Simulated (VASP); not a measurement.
The system is Te.

```
Te
1.0
     4.53027    0.00000    0.00000
    -2.26514    3.92333    0.00000
     0.00000    0.00000    5.93743
Te
3
Direct
  0.26840 0.00000 0.33333
  0.00000 0.26840 0.66667
  0.73160 0.73160 0.00000
```

Program: VASP 6.6.1. Alike in all runs: task single point; level PBE; potentials or basis VASP PAW PBE potentials, release 64 (Te); no spin polarisation; cell as given; cutoff (eV) 520; smearing fermi-dirac 0.05 eV.

Question: Order these runs on this cell by their band gap on the k mesh, lowest first.
A. k mesh 2 × 2 × 1
B. k mesh 3 × 3 × 2
C. k mesh 2 × 2 × 2
D. k mesh 4 × 4 × 3

Answer: B (0.24 eV), C (0.59 eV), D (0.76 eV), A (1.64 eV).

Caveats: some runs use coarse meshes; spin-orbit coupling is left out, which moves the levels of the heavy elements; forces of over 1 eV/Å act on the atoms, so gaps and moduli don't describe the material at rest (some runs).

A k mesh can miss the band edges, odd and even meshes differently.
